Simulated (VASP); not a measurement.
# Ni3Ge (Pm-3m) in VASP: further runs, part 2 of 2

VASP 6.6.1. The steps go on from the part before.

## (5) Single point, LDA, collinear spin (11.89 Å³/atom)

This run uses another cell than the first one, of 11.89 Å³/atom.

INCAR

```
PREC     = Accurate       # precision mode
ENCUT    = 520            # plane-wave cutoff, eV
EDIFF    = 1E-6           # SCF threshold, eV
ISMEAR   = 0              # smearing method
SIGMA    = 0.15           # smearing width, eV
LREAL    = False          # projectors in reciprocal space
LASPH    = True           # aspherical terms in the spheres
NELM     = 150            # most SCF steps
ALGO     = Normal         # electronic algorithm
ISIF     = 2              # what is computed and relaxed
LWAVE    = False          # write WAVECAR
LCHARG   = True           # write CHGCAR
ISPIN    = 2              # spin polarisation
MAGMOM   = 0.125 0.125 0.125 0 # initial moments
LORBIT   = 11             # projections on sites
NUPDOWN  = 0.375          # fixed moment
LMAXMIX  = 4              # l up to which the mixer works
LELF     = True           # ELF
LVHAR    = True         
NBANDS   = 34             # bands
```

KPOINTS

```
Automatic mesh
0
Gamma
  12 12 12
```

POSCAR

```
Ni3Ge
1.0
    3.6230008795      0.0000000000      0.0000000000
    0.0000000000      3.6230008795      0.0000000000
    0.0000000000      0.0000000000      3.6230008795
Ni Ge
3 1
Direct
    0.5000000000      0.0000000000      0.5000000000
    0.0000000000      0.5000000000      0.5000000000
    0.5000000000      0.5000000000      0.0000000000
    0.0000000000      0.0000000000      0.0000000000
```

Potentials or basis: VASP PAW LDA potentials, release 64 (Ni, Ge_d).

On the command line:

```
$ cat potpaw_LDA.64/Ni/POTCAR potpaw_LDA.64/Ge_d/POTCAR > POTCAR
$ mpirun -np 1 vasp_std > vasp.out
```

OUTCAR:

```text
PREC = Accurate
   ENCUT = 520
   EDIFF = 1E-6
   ISMEAR = 0
   LREAL = False
   LASPH = True
   NELM = 150
   ISIF = 2
   ISPIN = 2
   LORBIT = 11
   NUPDOWN = 0.375

 ion  position               nearest neighbor table
   1  0.500  0.000  0.500-   2 2.56   3 2.56   4 2.56   3 2.56   4 2.56   2 2.56   3 2.56   3 2.56
                             2 2.56   4 2.56   4 2.56   2 2.56
   2  0.000  0.500  0.500-   1 2.56   3 2.56   4 2.56   3 2.56   4 2.56   1 2.56   4 2.56   4 2.56
                             1 2.56   3 2.56   3 2.56   1 2.56
   3  0.500  0.500  0.000-   1 2.56   2 2.56   4 2.56   1 2.56   2 2.56   1 2.56   4 2.56   1 2.56
                             2 2.56   4 2.56   2 2.56   4 2.56
[... 2012 lines left out ...]
     0.000000000  3.623000880  0.000000000     0.000000000  0.276014286  0.000000000
     0.000000000  0.000000000  3.623000880     0.000000000  0.000000000  0.276014286

 POSITION                                       TOTAL-FORCE (eV/Angst)
 -----------------------------------------------------------------------------------
      1.81150      0.00000      1.81150         0.000000      0.000000      0.000000
      0.00000      1.81150      1.81150         0.000000      0.000000      0.000000
      1.81150      1.81150      0.00000         0.000000      0.000000      0.000000
      0.00000      0.00000      0.00000         0.000000      0.000000      0.000000
 -----------------------------------------------------------------------------------
    total drift:                                0.000000      0.000000      0.000000

  FREE ENERGIE OF THE ION-ELECTRON SYSTEM (eV)
  ---------------------------------------------------
  free  energy   TOTEN  =       -26.0331681476 eV

  energy  without entropy=      -26.0040119393  energy(sigma->0) =      -26.01859004

 total charge

# of ion       s       p       d       tot
------------------------------------------
    1        0.445   0.470   8.404   9.318
    2        0.445   0.470   8.404   9.318
    3        0.445   0.470   8.404   9.318
    4        1.103   1.167  10.107  12.377
--------------------------------------------------
tot          2.438   2.576  35.318  40.332

 magnetization (x)

# of ion       s       p       d       tot
------------------------------------------
    1       -0.001  -0.001   0.130   0.127
    2       -0.001  -0.001   0.130   0.127
    3       -0.001  -0.001   0.130   0.127
    4       -0.001   0.000  -0.002  -0.002
--------------------------------------------------
tot         -0.005  -0.004   0.388   0.380
```

stdout:

```text
POSCAR found type information on POSCAR NiGe
 POSCAR found :  2 types and       4 ions
 scaLAPACK will be used
 LDA part: xc-table for (Slater(with rela. corr.)+CA(PZ))
 , standard interpolation
 POSCAR, INCAR and KPOINTS ok, starting setup
 FFT: planning ... GRIDC
 FFT: planning ... GRID_SOFT
 FFT: planning ... GRID
 WAVECAR not read
 entering main loop
```

Wall time 3.6 min (1 thread of Oxide Virtual Turin-like, shared host); peak memory 0.26 GiB.

What came out:

| Item | Value |
| --- | --- |
| Free energy | -26.0332 eV |
| Pressure | -19.8 GPa |
| Net moment | 0.38 μB per cell |
| Site moments | Ni +0.13; Ge -0.00 μB |
| Valence electrons inside the program's atomic spheres | Ni 9.32; Ge 12.38 |

Caveat: the cell stands under tension; the total moment is fixed, so each spin has its own Fermi level and the state may be an excited one.

## (6) Single point, LDA, collinear spin, ferromagnetic start (11.89 Å³/atom)

This run uses another cell than the first one, of 11.89 Å³/atom.

INCAR

```
SYSTEM = Ni3Ge
  PREC = Accurate
  ENCUT = 520
  EDIFF = 1E-7
  ISMEAR = 0
  SIGMA = 0.15
  LREAL = .False.
  LASPH = .True.
  NELM = 150
  ALGO = Normal
  ISIF = 2
  LWAVE = .False.
  LCHARG = .False.
  ISPIN = 2
  MAGMOM = 0.75 0.75 0.75 0
  LORBIT = 11
  NUPDOWN = 2.25
  LMAXMIX = 4
  GGA = CA
  NBANDS = 34
```

KPOINTS

```
regular mesh
0
Gamma
  12 12 12
  0 0 0
```

POSCAR is that of step 5.

Potentials or basis: VASP PAW LDA potentials, release 64 (Ni, Ge_d).

On the command line:

```
$ cat potpaw_LDA.64/Ni/POTCAR potpaw_LDA.64/Ge_d/POTCAR > POTCAR
$ mpirun -np 1 vasp_std > vasp.out
```

OUTCAR:

```text
SYSTEM = Ni3Ge
   PREC = Accurate
   ENCUT = 520
   EDIFF = 1E-7
   ISMEAR = 0
   LREAL = .False.
   LASPH = .True.
   NELM = 150
   ISIF = 2
   ISPIN = 2
   LORBIT = 11
   NUPDOWN = 2.25
   GGA = CA

 ion  position               nearest neighbor table
   1  0.500  0.000  0.500-   2 2.56   3 2.56   4 2.56   3 2.56   4 2.56   2 2.56   3 2.56   3 2.56
                             2 2.56   4 2.56   4 2.56   2 2.56
   2  0.000  0.500  0.500-   1 2.56   3 2.56   4 2.56   3 2.56   4 2.56   1 2.56   4 2.56   4 2.56
                             1 2.56   3 2.56   3 2.56   1 2.56
   3  0.500  0.500  0.000-   1 2.56   2 2.56   4 2.56   1 2.56   2 2.56   1 2.56   4 2.56   1 2.56
                             2 2.56   4 2.56   2 2.56   4 2.56
   4  0.000  0.000  0.000-   1 2.56   2 2.56   3 2.56   1 2.56   2 2.56   2 2.56   3 2.56   2 2.56
                             1 2.56   3 2.56   1 2.56   3 2.56

  LATTYP: Found a simple cubic cell.
 ALAT       =     3.6230008795

  Lattice vectors:

 A1 = (   3.6230008795,   0.0000000000,   0.0000000000)
 A2 = (   0.0000000000,   3.6230008795,   0.0000000000)
 A3 = (   0.0000000000,   0.0000000000,   3.6230008795)

Analysis of symmetry for initial positions (statically):
=====================================================================
 Subroutine PRICEL returns:
 Original cell was already a primitive cell.

 Routine SETGRP: Setting up the symmetry group for a
 simple cubic supercell.

 Subroutine GETGRP returns: Found 48 space group operations
 (whereof 48 operations were pure point group operations)
 out of a pool of 48 trial point group operations.

The static configuration has the point symmetry O_h .

Analysis of symmetry for dynamics (positions and initial velocities):
=====================================================================
 Subroutine PRICEL returns:
 Original cell was already a primitive cell.

 Routine SETGRP: Setting up the symmetry group for a
 simple cubic supercell.

 Subroutine GETGRP returns: Found 48 space group operations
 (whereof 48 operations were pure point group operations)
 out of a pool of 48 trial point group operations.

The dynamic configuration has the point symmetry O_h .

Analysis of structural, dynamic, and magnetic symmetry:
[... 162 lines left out ...]
  energy without entropy =      -25.38352008  energy(sigma->0) =      -25.40575182

 E-fermi :   8.6089     XC(G=0): -13.3722

 val. band max:        9.6705755046   @ k =   0.1667   0.1667   0.0833
 cond. band min:       8.6121471708   @ k =   0.4167   0.4167   0.4167
 fundamental gap:     -1.0584283338
 Fermi energy:         9.6903355081

 spin component 1

 k-point     1 :       0.0000    0.0000    0.0000
  band No.  band energies     occupation
      1     -15.4722      1.00000
      2     -15.4722      1.00000
      3     -15.4626      1.00000
      4     -15.4626      1.00000
      5     -15.4626      1.00000
      6      -2.9118      1.00000
[... 877 lines left out ...]
     33      21.8904      0.00000
     34      23.2995      0.00000

 [... further k-points ...]

 spin component 2

 k-point     1 :       0.0000    0.0000    0.0000
  band No.  band energies     occupation
      1     -15.4526      1.00000
      2     -15.4526      1.00000
      3     -15.4430      1.00000
      4     -15.4430      1.00000
      5     -15.4430      1.00000
      6      -2.8038      1.00000
[... 877 lines left out ...]
     33      22.0750      0.00000
     34      23.4699      0.00000

 [... further k-points ...]
[... 5 lines left out ...]
  --------------------------------------------------------------------------------------
  -------------------------------------------------------------------------------------
  Total       -4.7223702     -4.7223702     -4.7223702      0.0000000      0.0000000      0.0000000
  in kB     -159.0982101   -159.0982101   -159.0982101      0.0000000      0.0000000      0.0000000
  external PRESSURE =    -159.0982101 kB  Pullay stress =       0.0000000 kB

 VOLUME and BASIS-vectors are now :
 -----------------------------------------------------------------------------
  energy-cutoff  :      520.00
  volume of cell :       47.56
      direct lattice vectors                 reciprocal lattice vectors
     3.623000880  0.000000000  0.000000000     0.276014286  0.000000000  0.000000000
     0.000000000  3.623000880  0.000000000     0.000000000  0.276014286  0.000000000
     0.000000000  0.000000000  3.623000880     0.000000000  0.000000000  0.276014286

 POSITION                                       TOTAL-FORCE (eV/Angst)
 -----------------------------------------------------------------------------------
      1.81150      0.00000      1.81150         0.000000      0.000000      0.000000
      0.00000      1.81150      1.81150         0.000000      0.000000      0.000000
      1.81150      1.81150      0.00000         0.000000      0.000000      0.000000
      0.00000      0.00000      0.00000         0.000000      0.000000      0.000000
 -----------------------------------------------------------------------------------
    total drift:                                0.000000      0.000000      0.000000

  FREE ENERGIE OF THE ION-ELECTRON SYSTEM (eV)
  ---------------------------------------------------
  free  energy   TOTEN  =       -25.4279835618 eV

  energy  without entropy=      -25.3835200838  energy(sigma->0) =      -25.40575182

 total charge

# of ion       s       p       d       tot
------------------------------------------
    1        0.453   0.484   8.360   9.297
    2        0.453   0.484   8.360   9.297
    3        0.453   0.484   8.360   9.297
    4        1.099   1.208  10.102  12.409
--------------------------------------------------
tot          2.457   2.661  35.183  40.301

 magnetization (x)

# of ion       s       p       d       tot
------------------------------------------
    1        0.006   0.016   0.681   0.703
    2        0.006   0.016   0.681   0.703
    3        0.006   0.016   0.681   0.703
    4        0.017   0.067  -0.002   0.082
--------------------------------------------------
tot          0.034   0.115   2.042   2.192
```

stdout:

```text
POSCAR found type information on POSCAR NiGe
 POSCAR found :  2 types and       4 ions
 scaLAPACK will be used
 LDA part: xc-table for (Slater(with rela. corr.)+CA(PZ))
 , standard interpolation
 POSCAR, INCAR and KPOINTS ok, starting setup
 FFT: planning ... GRIDC
 FFT: planning ... GRID_SOFT
 FFT: planning ... GRID
 WAVECAR not read
 entering main loop
```

Wall time 6.2 min (1 thread of Oxide Virtual Turin-like, shared host); peak memory 0.26 GiB.

Results:

- Free energy: -25.4280 eV
- Pressure: -15.9 GPa
- Net moment: 2.25 μB per cell
- Site moments: Ni +0.70; Ge +0.08 μB
- Valence electrons inside the program's atomic spheres: Ni 9.30; Ge 12.41

Caveat: the cell stands under tension; the total moment is fixed, so each spin has its own Fermi level and the state may be an excited one.

## (7) The runs side by side

| spin | fixed moment (μB) | cell | pressure (GPa) | moment (μB) |
| --- | --- | --- | --- | --- |
| collinear, ferromagnetic start | 1.125 | a = 3.489 Å, 4 atoms | 2.1 | 1.12 |
| collinear, ferromagnetic start | 1.875 | a = 3.489 Å, 4 atoms | 4.2 | 1.88 |
| collinear, ferromagnetic start | 1.125 | a = 3.623 Å, 4 atoms | -18.7 | 1.13 |
| collinear | 0.375 | a = 3.623 Å, 4 atoms | -19.8 | 0.38 |
| collinear, ferromagnetic start | 2.25 | a = 3.623 Å, 4 atoms | -15.9 | 2.25 |

Alike in all rows: task single point; level LDA; potentials or basis VASP PAW LDA potentials, release 64 (Ni, Ge_d); k mesh 12 × 12 × 12; cutoff (eV) 520; smearing gaussian 0.15 eV.

Caveats: the total moment is fixed, so each spin has its own Fermi level and the state may be an excited one; the cell stands under tension (at least some runs); the cell stands under pressure (at least some runs).

Absolute energies hang on the potentials; compare differences alone.
